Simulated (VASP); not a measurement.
# SiCl (P6_3mc) in VASP: a series of runs, part 2 of 2

VASP 6.6.1.

### Step 3. Single point, PBEsol (Sn replaced by Si, lengths x 0.930, strained)

INCAR reads:

```
PREC = Accurate ; ENCUT = 500
EDIFF = 1E-6 ; ISMEAR = 0
SIGMA = 0.1 ; LREAL = F
LASPH = T ; NELM = 120
ALGO = Normal ; ISIF = 2
LWAVE = F ; LCHARG = F
GGA = PS ; NBANDS = 19
GGA_COMPAT = F
```

KPOINTS reads:

```
regular mesh
0
Gamma
  6 6 2
```

POSCAR reads:

```
SiCl
1.0
    3.4173961775      0.0000000000      0.0000000000
   -1.7086980887      2.9595519044      0.0000000000
    0.0000000000      0.0000000000      9.2699774664
Si Cl
2 2
Direct
    0.3333333300      0.6666666700      0.3056027366
    0.6666666700      0.3333333300      0.8056027366
    0.3333333300      0.6666666700      0.0693982634
    0.6666666700      0.3333333300      0.5693982634
```

Potentials or basis: VASP PAW PBE potentials, release 64 (Si, Cl).

The run is started by

```
$ cat potpaw_PBE.64/Si/POTCAR potpaw_PBE.64/Cl/POTCAR > POTCAR
$ mpirun -np 1 vasp_std > vasp.out
```

OUTCAR:

```text
PREC = Accurate
   ENCUT = 500
   EDIFF = 1E-6
   ISMEAR = 0
   LREAL = F
   LASPH = T
   NELM = 120
   ISIF = 2
   GGA = PS

 ion  position               nearest neighbor table
   1  0.333  0.667  0.306-   3 2.19
   2  0.667  0.333  0.806-   4 2.19
   3  0.333  0.667  0.069-   1 2.19
   4  0.667  0.333  0.569-   2 2.19

  LATTYP: Found a hexagonal cell.
 ALAT       =     3.4173961775
 C/A-ratio  =     2.7125849579

  Lattice vectors:

 A1 = (   3.4173961775,   0.0000000000,   0.0000000000)
 A2 = (  -1.7086980887,   2.9595519044,   0.0000000000)
 A3 = (   0.0000000000,   0.0000000000,   9.2699774664)

Analysis of symmetry for initial positions (statically):
=====================================================================
 Subroutine PRICEL returns:
 Original cell was already a primitive cell.

 Routine SETGRP: Setting up the symmetry group for a
 hexagonal supercell.

 Subroutine GETGRP returns: Found 12 space group operations
 (whereof  6 operations were pure point group operations)
 out of a pool of 24 trial point group operations.

The static configuration has the point symmetry C_3v.
 The point group associated with its full space group is C_6v.

Analysis of symmetry for dynamics (positions and initial velocities):
=====================================================================
 Subroutine PRICEL returns:
 Original cell was already a primitive cell.

 Routine SETGRP: Setting up the symmetry group for a
 hexagonal supercell.

 Subroutine GETGRP returns: Found 12 space group operations
 (whereof  6 operations were pure point group operations)
 out of a pool of 24 trial point group operations.

The dynamic configuration has the point symmetry C_3v.
 The point group associated with its full space group is C_6v.

 Subroutine INISYM returns: Found 12 space group operations
 (whereof  6 operations are pure point group operations),
 and found     1 'primitive' translations

----------------------------------------------------------------------------------------

                                     Primitive cell

  volume of cell :      93.7562

  direct lattice vectors                    reciprocal lattice vectors
     3.417396178  0.000000000  0.000000000     0.292620448  0.168944494  0.000000000
    -1.708698089  2.959551904  0.000000000     0.000000000  0.337888989  0.000000000
     0.000000000  0.000000000  9.269977466     0.000000000  0.000000000  0.107875127

  length of vectors
     3.417396178  3.417396177  9.269977466     0.337888989  0.337888989  0.107875127

  position of ions in fractional coordinates (direct lattice)
     0.333333330  0.666666670  0.305602737
     0.666666670  0.333333330  0.805602737
     0.333333330  0.666666670  0.069398263
     0.666666670  0.333333330  0.569398263

  ion indices of the primitive-cell ions
   primitive index   ion index
                 1           1
                 2           2
                 3           3
                 4           4

----------------------------------------------------------------------------------------

[... 26 lines left out ...]
  0.000000  0.000000  0.000000      1.000000
  0.166667  0.000000  0.000000      6.000000
  0.333333 -0.000000  0.000000      6.000000
  0.500000  0.000000  0.000000      3.000000
  0.166667  0.166667  0.000000      6.000000
  0.333333  0.166667  0.000000     12.000000
  0.333333  0.333333  0.000000      2.000000
  0.000000  0.000000  0.500000      1.000000
  0.166667  0.000000  0.500000      6.000000
  0.333333 -0.000000  0.500000      6.000000
  0.500000  0.000000  0.500000      3.000000
  0.166667  0.166667  0.500000      6.000000
  0.333333  0.166667  0.500000     12.000000
  0.333333  0.333333  0.500000      2.000000
   k-points           NKPTS =     14   k-points in BZ     NKDIM =     14   number of bands    NBANDS=     19
   number of dos      NEDOS =    301   number of ions     NIONS =      4
   total plane-waves  NPLWV =  54880
   dimension x,y,z NGX =    28 NGY =   28 NGZ =   70
   dimension x,y,z NGXF=    56 NGYF=   56 NGZF=  140
   ions per type =               2   2
   NGX,Y,Z   is equivalent  to a cutoff of  13.62, 13.62, 12.55 a.u.
   NGXF,Y,Z  is equivalent  to a cutoff of  27.24, 27.24, 25.11 a.u.
 SYSTEM =  unknown system
   PREC   = accura    normal or accurate (medium, high low for compatibility)
   ISTART =      0    job   : 0-new  1-cont  2-samecut
   ICHARG =      2    charge: 1-file 2-atom 10-const
   ISPIN  =      1    spin polarized calculation?
   LNONCOLLINEAR =      F non collinear calculations
   LSORBIT =      F    spin-orbit coupling
   LASPH  =      T    aspherical Exc in radial PAW
   ENCUT  =  500.0 eV  36.75 Ry    6.06 a.u.   6.23  6.23 16.90*2*pi/ulx,y,z
   NELM   =    120;   NELMIN=  2; NELMDL= -5     # of ELM steps
   EDIFF  = 0.1E-05   stopping-criterion for ELM
   LREAL  =      F    real-space projection
   EDIFFG = 0.1E-04   stopping-criterion for IOM
   NSW    =      0    number of steps for IOM
   IBRION =     -1    ionic relax: 0-MD 1-quasi-New 2-CG
   NFREE  =      0    steps in history (QN), initial steepest desc. (CG)
   ISIF   =      2    stress and relaxation
   ISYM   =      2    0-nonsym 1-usesym 2-fastsym
   POTIM  = 0.5000    time-step for ionic-motion
   TEBEG  =    0.0;   TEEND  =   0.0 temperature during run
   PSTRESS=    0.0 pullay stress
   NELECT =      22.0000    total number of electrons
   NUPDOWN=      -1.0000    fix difference up-down
   EMIN   =  10.00;   EMAX   =-10.00  energy-range for DOS
   EFERMI =   0.00;   METHOD = LEGACY
   ISMEAR =     0;   SIGMA  =   0.10  broadening in eV -4-tet -1-fermi 0-gaus
   EFERMI_NEDOS =   21; number of points for ismear=-14 and -15
   IALGO  =     38    algorithm
   IMIX   =      4    mixing-type and parameters
     AMIX     =   0.40;   BMIX     =  1.00
     AMIX_MAG =   1.60;   BMIX_MAG =  1.00
  volume/ion in A,a.u.               =      23.44       158.17
  Fermi-wavevector in a.u.,A,eV,Ry     =   1.009754  1.908159 13.872553  1.019604
  Thomas-Fermi vector in A             =   2.142702
   LORBIT       =      0    0 simple, 1 ext, 2 COOP (PROOUT), +10 PAW based schemes
   GGA     = PS    functional components
   LHFCALC =     F    Hartree Fock is set to
   AEXX    =    0.0000 exact exchange contribution
   IVDW    =     0    specifies the selected vdW correction
   LEPSILON=     F    determine dielectric tensor
   LRPA    =     F    only Hartree local field effects (RPA)
 non-spin polarized calculation
 Gauss-broadening in eV      SIGMA  =   0.10
  energy-cutoff  :      500.00
  volume of cell :       93.76
 maximum number of plane-waves:      2410
 NGX is ok and might be reduce to    28
   NGX = 13   NGY = 13   NGZ = 33

 number of electron      21.9999999 magnetization

 Free energy of the ion-electron system (eV)
  ---------------------------------------------------
  ext. energy  EPLUGINS =         0.00000000
  ---------------------------------------------------
  free energy    TOTEN  =       -15.09590826 eV

  energy without entropy =      -15.08275727  energy(sigma->0) =      -15.08933276

 E-fermi :   3.3004     XC(G=0):  -9.2028

 val. band max:        3.2233394379   @ k =   0.3333   0.1667   0.5000
 cond. band min:       3.7964865321   @ k =   0.3333  -0.0000   0.5000
 fundamental gap:      0.5731470942
 Fermi energy:         3.3003538703

 k-point     1 :       0.0000    0.0000    0.0000
  band No.  band energies     occupation
      1     -12.6206      2.00000
      2     -12.4785      2.00000
      3      -5.7589      2.00000
      4      -3.7996      2.00000
      5      -2.3207      2.00000
      6       1.4981      2.00000
[... 285 lines left out ...]
      6      -0.8834      2.00000
[... 11 lines left out ...]
     18      10.9293      0.00000
     19      12.5563      0.00000

------------------------ aborting loop because EDIFF is reached ----------------------------------------

  FORCE on cell =-STRESS in cart. coord.  units (eV):
  Direction    XX          YY          ZZ          XY          YZ          ZX
  --------------------------------------------------------------------------------------
  -------------------------------------------------------------------------------------
  Total       -3.3599255     -3.3599255     -2.1034536     -0.0000000      0.0000000      0.0000000
  in kB      -57.4169683    -57.4169683    -35.9454193     -0.0000000      0.0000000      0.0000000
  external PRESSURE =     -50.2597853 kB  Pullay stress =       0.0000000 kB

 VOLUME and BASIS-vectors are now :
 -----------------------------------------------------------------------------
  energy-cutoff  :      500.00
  volume of cell :       93.76
      direct lattice vectors                 reciprocal lattice vectors
     3.417396178  0.000000000  0.000000000     0.292620448  0.168944494  0.000000000
    -1.708698089  2.959551904  0.000000000     0.000000000  0.337888989  0.000000000
     0.000000000  0.000000000  9.269977466     0.000000000  0.000000000  0.107875127

 POSITION                                       TOTAL-FORCE (eV/Angst)
 -----------------------------------------------------------------------------------
     -0.00000      1.97303      2.83293         0.000000      0.000000     -0.846948
      1.70870      0.98652      7.46792         0.000000      0.000000     -0.846948
     -0.00000      1.97303      0.64332         0.000000      0.000000      0.846948
      1.70870      0.98652      5.27831        -0.000000     -0.000000      0.846948
 -----------------------------------------------------------------------------------
    total drift:                                0.000002     -0.000001     -0.001413

  FREE ENERGIE OF THE ION-ELECTRON SYSTEM (eV)
  ---------------------------------------------------
  free  energy   TOTEN  =       -15.0959082552 eV

  energy  without entropy=      -15.0827572662  energy(sigma->0) =      -15.08933276
```

OSZICAR:

```text
N       E                     dE             d eps       ncg     rms          rms(c)
DAV:   1     0.948753632324E+02    0.94875E+02   -0.90463E+03   532   0.942E+02
DAV:   2    -0.726047918964E+01   -0.10214E+03   -0.97485E+02   721   0.163E+02
DAV:   3    -0.152773068345E+02   -0.80168E+01   -0.79701E+01   674   0.495E+01
DAV:   4    -0.153706848665E+02   -0.93378E-01   -0.93335E-01   674   0.642E+00
DAV:   5    -0.153721337275E+02   -0.14489E-02   -0.14488E-02   679   0.788E-01    0.969E+00
DAV:   6    -0.151130120717E+02    0.25912E+00   -0.40445E-01   608   0.369E+00    0.562E+00
DAV:   7    -0.151029784913E+02    0.10034E-01   -0.25377E-01   695   0.251E+00    0.924E-01
DAV:   8    -0.150960581484E+02    0.69203E-02   -0.50455E-02   602   0.123E+00    0.382E-01
DAV:   9    -0.150960068446E+02    0.51304E-04   -0.49252E-03   606   0.458E-01    0.130E-01
DAV:  10    -0.150959241209E+02    0.82724E-04   -0.38961E-04   624   0.121E-01    0.900E-02
DAV:  11    -0.150959072377E+02    0.16883E-04   -0.11992E-04   614   0.575E-02    0.219E-02
DAV:  12    -0.150959082599E+02   -0.10223E-05   -0.14779E-05   600   0.216E-02    0.125E-02
DAV:  13    -0.150959082552E+02    0.47164E-08   -0.13739E-06   419   0.770E-03
   1 F= -.15095908E+02 E0= -.15089333E+02  d E =-.131510E-01
```

Wall time 63 s (1 thread of AMD EPYC 7R13, shared host); peak memory 0.18 GiB.

What came out:

| Quantity | Value |
| --- | --- |
| Free energy | -15.0959 eV |
| Pressure | -5.0 GPa |
| Largest force | 0.847 eV/Å |
| Band gap on the k mesh | zero (band 11 reaches 7.17 eV, above the bottom of band 12 at 2.55 eV) |

Forces on the atoms (eV/Å):
```
Si   0.000  0.000 -0.847
Si   0.000  0.000 -0.847
Cl   0.000  0.000  0.847
Cl   0.000  0.000  0.847
```

Caveat: the cell differs from its parent crystal (Sn replaced by Si, lengths x 0.930, strained); the PAW data sets were made with another functional, which shifts forces and pressure a little.
